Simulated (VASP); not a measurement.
Wanted: the native input for a VASP 6.6.1 run.

| Quantity | Value |
| --- | --- |
| Task | single point |
| Functional | r2SCAN |
| Potentials or basis | VASP PAW PBE potentials, release 64 (Li_sv, Cl) |
| Cutoff | 520 eV |
| k mesh | 6 × 6 × 4 |
| Occupations | gaussian, width 0.01 eV |
| Spin | no spin polarisation |
| Dipole correction | no |
| Further INCAR settings | ALGO = Normal; EDIFF = 1e-06; NBANDS = 18 |

Crystal: LiCl.

```xyz
4
Lattice="3.6103 0.0000 0.0000 -1.8052 3.1267 0.0000 0.0000 0.0000 6.0837" Properties=species:S:1:pos:R:3 pbc="T T T"
Li    0.0000    0.0000    0.0000
Li    0.0000    0.0000    3.0419
Cl    0.0000    2.0844    1.5209
Cl    1.8052    1.0422    4.5628
```

This cell differs from its parent crystal: volume changed by +3%.

These files were run (other wordings do the same):

POSCAR

```
LiCl
1.0
    3.6103464532      0.0000000000      0.0000000000
   -1.8051732266      3.1266517449      0.0000000000
    0.0000000000      0.0000000000      6.0837303122
Li Cl
2 2
Direct
    0.0000000000      0.0000000000      0.0000000000
    0.0000000000      0.0000000000      0.5000000000
    0.3333333333      0.6666666667      0.2500000000
    0.6666666667      0.3333333333      0.7500000000
```

INCAR.step1

```
  PREC = Accurate
  ENCUT = 520
  ISMEAR = 0
  SIGMA = 0.01
  LREAL = False
  LASPH = True
  NELM = 100
  NBANDS = 18
  GGA = PE
  ALGO = Normal
  EDIFF = 1E-4
  LWAVE = True
  LCHARG = False
```

INCAR.step2

```
  PREC = Accurate
  ENCUT = 520
  EDIFF = 1E-6
  ISMEAR = 0
  SIGMA = 0.01
  LREAL = False
  LASPH = True
  NELM = 100
  ALGO = Normal
  ISIF = 2
  LWAVE = False
  LCHARG = False
  METAGGA = R2SCAN
  LMIXTAU = True
  NBANDS = 18
  ISTART = 1
```

KPOINTS

```
regular mesh
0
Gamma
  6 6 4
```

Potentials or basis: VASP PAW PBE potentials, release 64 (Li_sv, Cl).

Command:

```bash
$ cat potpaw_PBE.64/Li_sv/POTCAR potpaw_PBE.64/Cl/POTCAR > POTCAR
$ cp INCAR.step1 INCAR
$ mpirun -np 1 vasp_std > vasp.out
$ cp INCAR.step2 INCAR
$ mpirun -np 1 vasp_std > vasp.out
```

Results of the run:

| Item | Value |
| --- | --- |
| Band gap on the k mesh | 7.14 eV, direct |

Wall time 61 s on 1 thread of Intel(R) Xeon(R) Platinum 8559C (Emerald Rapids) (shared host), peak memory 0.19 GiB.
